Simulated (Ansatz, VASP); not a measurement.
**Al in VASP and in Ansatz**

```xyz
1
Lattice="0.0000 2.2720 1.6063 2.2720 0.0000 1.6063 2.2720 2.2720 0.0000" Properties=species:S:1:pos:R:3 pbc="T T T"
Al    0.0000    0.0000    0.0000
```

Alike in both runs: task single point; functional PBEsol; k mesh 22 × 22 × 22; occupations gaussian, width 0.15 eV; no spin polarisation.

```csv
,VASP,Ansatz
version,VASP 6.6.1,Ansatz 0.2.0
potentials or method,"VASP PAW PBE potentials, release 64 (Al), cutoff 520 eV","scalar-relativistic, plane waves, PAW"
valence electrons in the cell,3,3
```

```tsv
	VASP	Ansatz	Ansatz less VASP
gap on the k mesh at the Fermi level (eV)	none	none	-
pressure (GPa)	0.0	0.0	-0.06
```

VASP's potentials were made for PBE, not for PBEsol. A gap of «none» marks a metal or a gap that the smearing closes.
